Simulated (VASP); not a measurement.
# ZnO (P6_3mc) in VASP: single point with PBE

Aim: the single point of ZnO with PBE.

Program: VASP 6.6.1. These are calculated values, not measurements. Logs are shortened: lines on timing, memory, paths and dates and some standing lists are left out, and cuts for length are marked.

**Measured values to compare with.**

“Electronic structure of alkaline earth and post-transition metal oxides”, 2009, arxiv:0908.1581 quotes, for a bulk crystal of ZnO: band gap 3.37 eV.

The results are compared with them further down.

**1. The cell of the first run**

It takes space group P6_3mc (No. 186, hexagonal). Conventional cell: a = 3.279 Å, b = 3.279 Å, c = 5.294 Å, α = 90.00°, β = 90.00°, γ = 120.00°. Within 2.6 Å of Zn (site symmetry 3m) lie 4 O at 2.00 to 2.01 Å. O (site symmetry 3m) has 4 Zn at 2.00 to 2.01 Å within 2.6 Å.

**2. Single point, PBE**

The input, INCAR:

```
SYSTEM = ZnO
ALGO = Normal
EDIFF = 1E-6
ENCUT = 520
GGA = PE
ISIF = 2
ISMEAR = 0
LASPH = .TRUE.
LCHARG = .FALSE.
LREAL = .FALSE.
LWAVE = .FALSE.
NBANDS = 26
NELM = 80
PREC = Accurate
SIGMA = 0.02
```

The input, KPOINTS:

```
k-points
0
G
  21 21 12
  0 0 0
```

The input, POSCAR:

```
ZnO
1.0
    3.2794760721      0.0000000000      0.0000000000
   -1.6397380361      2.8401095896      0.0000000000
    0.0000000000      0.0000000000      5.2937637612
Zn O
2 2
Direct
    0.3333333333      0.6666666667      0.4999692785
    0.6666666667      0.3333333333     -0.0000307215
    0.6666666667      0.3333333333      0.3790407215
    0.3333333333      0.6666666667      0.8790407215
```

Potentials or basis: VASP PAW PBE potentials, release 64 (Zn, O).

Started as:

```bash
$ cat potpaw_PBE.64/Zn/POTCAR potpaw_PBE.64/O/POTCAR > POTCAR
$ mpirun -np 1 vasp_std > vasp.out
```

OUTCAR:

```text
SYSTEM = ZnO
   EDIFF = 1E-6
   ENCUT = 520
   GGA = PE
   ISIF = 2
   ISMEAR = 0
   LASPH = .TRUE.
   LREAL = .FALSE.
   NELM = 80
   PREC = Accurate

 ion  position               nearest neighbor table
   1  0.333  0.667  0.500-   3 2.00   3 2.00   3 2.00   4 2.01
   2  0.667  0.333  1.000-   4 2.00   4 2.00   4 2.00   3 2.01
   3  0.667  0.333  0.379-   1 2.00   1 2.00   1 2.00   2 2.01
   4  0.333  0.667  0.879-   2 2.00   2 2.00   2 2.00   1 2.01

  LATTYP: Found a hexagonal cell.
 ALAT       =     3.2794760721
 C/A-ratio  =     1.6142102107

  Lattice vectors:

 A1 = (   3.2794760721,   0.0000000000,   0.0000000000)
 A2 = (  -1.6397380361,   2.8401095896,   0.0000000000)
 A3 = (   0.0000000000,   0.0000000000,   5.2937637612)

Analysis of symmetry for initial positions (statically):
=====================================================================
 Subroutine PRICEL returns:
 Original cell was already a primitive cell.

 Routine SETGRP: Setting up the symmetry group for a
 hexagonal supercell.

 Subroutine GETGRP returns: Found 12 space group operations
 (whereof  6 operations were pure point group operations)
 out of a pool of 24 trial point group operations.

The static configuration has the point symmetry C_3v.
 The point group associated with its full space group is C_6v.

Analysis of symmetry for dynamics (positions and initial velocities):
=====================================================================
 Subroutine PRICEL returns:
 Original cell was already a primitive cell.

 Routine SETGRP: Setting up the symmetry group for a
 hexagonal supercell.

 Subroutine GETGRP returns: Found 12 space group operations
 (whereof  6 operations were pure point group operations)
 out of a pool of 24 trial point group operations.

The dynamic configuration has the point symmetry C_3v.
 The point group associated with its full space group is C_6v.

 Subroutine INISYM returns: Found 12 space group operations
 (whereof  6 operations are pure point group operations),
 and found     1 'primitive' translations

----------------------------------------------------------------------------------------

                                     Primitive cell

  volume of cell :      49.3065

  direct lattice vectors                    reciprocal lattice vectors
     3.279476072  0.000000000  0.000000000     0.304926756  0.176049545  0.000000000
    -1.639738036  2.840109590  0.000000000     0.000000000  0.352099089  0.000000000
     0.000000000  0.000000000  5.293763761     0.000000000  0.000000000  0.188901516

  length of vectors
     3.279476072  3.279476072  5.293763761     0.352099089  0.352099089  0.188901516

  position of ions in fractional coordinates (direct lattice)
     0.333333333  0.666666667  0.499969278
     0.666666667  0.333333333  0.999969278
     0.666666667  0.333333333  0.379040721
     0.333333333  0.666666667  0.879040721

  ion indices of the primitive-cell ions
   primitive index   ion index
                 1           1
                 2           2
                 3           3
                 4           4

----------------------------------------------------------------------------------------

 KPOINTS: k-points

Automatic generation of k-mesh.
 Grid dimensions read from file:
 generate k-points for:   21   21   12

 Generating k-lattice:

  Cartesian coordinates                     Fractional coordinates (reciprocal lattice)
     0.014520322  0.008383312  0.000000000     0.047619048 -0.000000000  0.000000000
     0.000000000  0.016766623  0.000000000     0.000000000  0.047619048  0.000000000
     0.000000000  0.000000000  0.015741793     0.000000000  0.000000000  0.083333333

  Length of vectors
     0.016766623  0.016766623  0.015741793

  Shift w.r.t. Gamma in fractional coordinates (k-lattice)
     0.000000000  0.000000000  0.000000000

 Subroutine IBZKPT returns following result:
 ===========================================

 Found    336 irreducible k-points:

 Following reciprocal coordinates:
            Coordinates               Weight
  0.000000  0.000000  0.000000      1.000000
  0.047619 -0.000000  0.000000      6.000000
  0.095238  0.000000  0.000000      6.000000
  0.142857  0.000000  0.000000      6.000000
  0.190476  0.000000  0.000000      6.000000
  0.238095 -0.000000  0.000000      6.000000
[... 16 lines left out ...]
  0.142857  0.095238  0.000000     12.000000
  0.190476  0.095238  0.000000     12.000000
 [... further k-points ...]
   k-points           NKPTS =    336   k-points in BZ     NKDIM =    336   number of bands    NBANDS=     26
   number of dos      NEDOS =    301   number of ions     NIONS =      4
   total plane-waves  NPLWV =  23040
   dimension x,y,z NGX =    24 NGY =   24 NGZ =   40
   dimension x,y,z NGXF=    48 NGYF=   48 NGZF=   80
   ions per type =               2   2
   NGX,Y,Z   is equivalent  to a cutoff of  12.17, 12.17, 12.56 a.u.
   NGXF,Y,Z  is equivalent  to a cutoff of  24.33, 24.33, 25.12 a.u.
 SYSTEM =  ZnO
   PREC   = accura    normal or accurate (medium, high low for compatibility)
   ISTART =      0    job   : 0-new  1-cont  2-samecut
   ICHARG =      2    charge: 1-file 2-atom 10-const
   ISPIN  =      1    spin polarized calculation?
   LNONCOLLINEAR =      F non collinear calculations
   LSORBIT =      F    spin-orbit coupling
   LASPH  =      T    aspherical Exc in radial PAW
   ENCUT  =  520.0 eV  38.22 Ry    6.18 a.u.   6.10  6.10  9.84*2*pi/ulx,y,z
   NELM   =     80;   NELMIN=  2; NELMDL= -5     # of ELM steps
   EDIFF  = 0.1E-05   stopping-criterion for ELM
   LREAL  =      F    real-space projection
   EDIFFG = 0.1E-04   stopping-criterion for IOM
   NSW    =      0    number of steps for IOM
   IBRION =     -1    ionic relax: 0-MD 1-quasi-New 2-CG
   NFREE  =      0    steps in history (QN), initial steepest desc. (CG)
   ISIF   =      2    stress and relaxation
   ISYM   =      2    0-nonsym 1-usesym 2-fastsym
   POTIM  = 0.5000    time-step for ionic-motion
   TEBEG  =    0.0;   TEEND  =   0.0 temperature during run
   PSTRESS=    0.0 pullay stress
   NELECT =      36.0000    total number of electrons
   NUPDOWN=      -1.0000    fix difference up-down
   EMIN   =  10.00;   EMAX   =-10.00  energy-range for DOS
   EFERMI =   0.00;   METHOD = LEGACY
   ISMEAR =     0;   SIGMA  =   0.02  broadening in eV -4-tet -1-fermi 0-gaus
   EFERMI_NEDOS =   21; number of points for ismear=-14 and -15
   IALGO  =     38    algorithm
   IMIX   =      4    mixing-type and parameters
     AMIX     =   0.40;   BMIX     =  1.00
     AMIX_MAG =   1.60;   BMIX_MAG =  1.00
  volume/ion in A,a.u.               =      12.33        83.18
  Fermi-wavevector in a.u.,A,eV,Ry     =   1.474148  2.785735 29.566970  2.173111
  Thomas-Fermi vector in A             =   2.588954
   LORBIT       =      0    0 simple, 1 ext, 2 COOP (PROOUT), +10 PAW based schemes
   GGA     = PE    functional components
   LHFCALC =     F    Hartree Fock is set to
   AEXX    =    0.0000 exact exchange contribution
   IVDW    =     0    specifies the selected vdW correction
   LEPSILON=     F    determine dielectric tensor
   LRPA    =     F    only Hartree local field effects (RPA)
 non-spin polarized calculation
 Gauss-broadening in eV      SIGMA  =   0.02
  energy-cutoff  :      520.00
  volume of cell :       49.31
 maximum number of plane-waves:      1350
   NGX = 13   NGY = 13   NGZ = 19

 number of electron      36.0000039 magnetization

 Free energy of the ion-electron system (eV)
  ---------------------------------------------------
  ext. energy  EPLUGINS =         0.00000000
  ---------------------------------------------------
  free energy    TOTEN  =       -17.86108832 eV

  energy without entropy =      -17.86108832  energy(sigma->0) =      -17.86108832

 E-fermi :   1.0047     XC(G=0): -10.7252

 val. band max:        0.8943171689   @ k =   0.0000   0.0000   0.0000
 cond. band min:       1.6220080110   @ k =   0.0000   0.0000   0.0000
 fundamental gap:      0.7276908421
 Fermi energy:         1.0046918784

 k-point     1 :       0.0000    0.0000    0.0000
  band No.  band energies     occupation
      1     -16.9234      2.00000
      2     -16.2562      2.00000
      3      -4.6424      2.00000
      4      -4.6424      2.00000
      5      -4.6030      2.00000
      6      -4.4881      2.00000
[... 18 lines left out ...]
     25      14.8261      0.00000
     26      14.8261      0.00000

 k-point     2 :       0.0476   -0.0000    0.0000
  band No.  band energies     occupation
      1     -16.9116      2.00000
      2     -16.2510      2.00000
      3      -4.6568      2.00000
      4      -4.6353      2.00000
      5      -4.5935      2.00000
      6      -4.4753      2.00000
[... 18 lines left out ...]
     25      14.6971      0.00000
     26      14.8573      0.00000

 k-point     3 :       0.0952    0.0000    0.0000
  band No.  band energies     occupation
      1     -16.8769      2.00000
      2     -16.2355      2.00000
      3      -4.6935      2.00000
      4      -4.6149      2.00000
      5      -4.5728      2.00000
      6      -4.4705      2.00000
[... 18 lines left out ...]
     25      14.7748      0.00000
     26      14.9306      0.00000

 k-point     4 :       0.1429    0.0000    0.0000
  band No.  band energies     occupation
      1     -16.8213      2.00000
      2     -16.2117      2.00000
      3      -4.7453      2.00000
      4      -4.5838      2.00000
      5      -4.5494      2.00000
      6      -4.4682      2.00000
[... 18 lines left out ...]
     25      14.8022      0.00000
     26      14.9900      0.00000
[... 496 lines left out ...]
      1     -16.7893      2.00000
      2     -16.1984      2.00000
      3      -4.7536      2.00000
      4      -4.5982      2.00000
      5      -4.5285      2.00000
      6      -4.4696      2.00000
[... 18 lines left out ...]
     25      14.3640      0.00000
     26      15.3455      0.00000

 k-point    23 :       0.1429    0.0952    0.0000
  band No.  band energies     occupation
      1     -16.7188      2.00000
      2     -16.1710      2.00000
      3      -4.7924      2.00000
      4      -4.5895      2.00000
      5      -4.5035      2.00000
      6      -4.4473      2.00000
[... 18 lines left out ...]
     25      14.0622      0.00000
     26      15.5306      0.00000

 k-point    24 :       0.1905    0.0952    0.0000
  band No.  band energies     occupation
      1     -16.6363      2.00000
      2     -16.1418      2.00000
      3      -4.8280      2.00000
      4      -4.5809      2.00000
      5      -4.4871      2.00000
      6      -4.3944      2.00000
[... 18 lines left out ...]
     25      13.8774      0.00000
     26      15.4451      0.00000

 [... further k-points ...]
[... 5 lines left out ...]
  --------------------------------------------------------------------------------------
  -------------------------------------------------------------------------------------
  Total        0.2752548      0.2752548      0.2733206     -0.0000000      0.0000000      0.0000000
  in kB        8.9441973      8.9441973      8.8813468     -0.0000000      0.0000000      0.0000000
  external PRESSURE =       8.9232471 kB  Pullay stress =       0.0000000 kB

 VOLUME and BASIS-vectors are now :
 -----------------------------------------------------------------------------
  energy-cutoff  :      520.00
  volume of cell :       49.31
      direct lattice vectors                 reciprocal lattice vectors
     3.279476072  0.000000000  0.000000000     0.304926756  0.176049545  0.000000000
    -1.639738036  2.840109590  0.000000000     0.000000000  0.352099089  0.000000000
     0.000000000  0.000000000  5.293763761     0.000000000  0.000000000  0.188901516

 POSITION                                       TOTAL-FORCE (eV/Angst)
 -----------------------------------------------------------------------------------
     -0.00000      1.89341      2.64672        -0.000000      0.000000      0.001176
      1.63974      0.94670      5.29360         0.000000      0.000000      0.001176
      1.63974      0.94670      2.00655         0.000000      0.000000     -0.001176
     -0.00000      1.89341      4.65343         0.000000      0.000000     -0.001176
 -----------------------------------------------------------------------------------
    total drift:                               -0.000001     -0.000001     -0.000920

  FREE ENERGIE OF THE ION-ELECTRON SYSTEM (eV)
  ---------------------------------------------------
  free  energy   TOTEN  =       -17.8610883165 eV

  energy  without entropy=      -17.8610883165  energy(sigma->0) =      -17.86108832
```

Wall time 8 min (1 thread of Intel Xeon 8259CL, shared host); peak memory 0.44 GiB.

Results:

* Free energy: -17.8611 eV
* Pressure: 0.9 GPa
* Band gap on the k mesh: 0.73 eV

Caveat: semilocal functionals underestimate gaps, and a narrow one can read as zero.

**3. Against experiment**

Step 2. Against the measured gap of ZnO, 3.37 eV (quoted in “Electronic structure of alkaline earth and post-transition metal oxides”, 2009, arxiv:0908.1581), the calculated 0.73 eV is off by -2.64 eV. So large a miss can be the level of theory's own, or it may mean another phase, state or a wrong row. The value is that of PBE on a finite k mesh, which can miss the band edges, without temperature or zero-point motion. Semilocal functionals fall short of measured gaps as a rule.
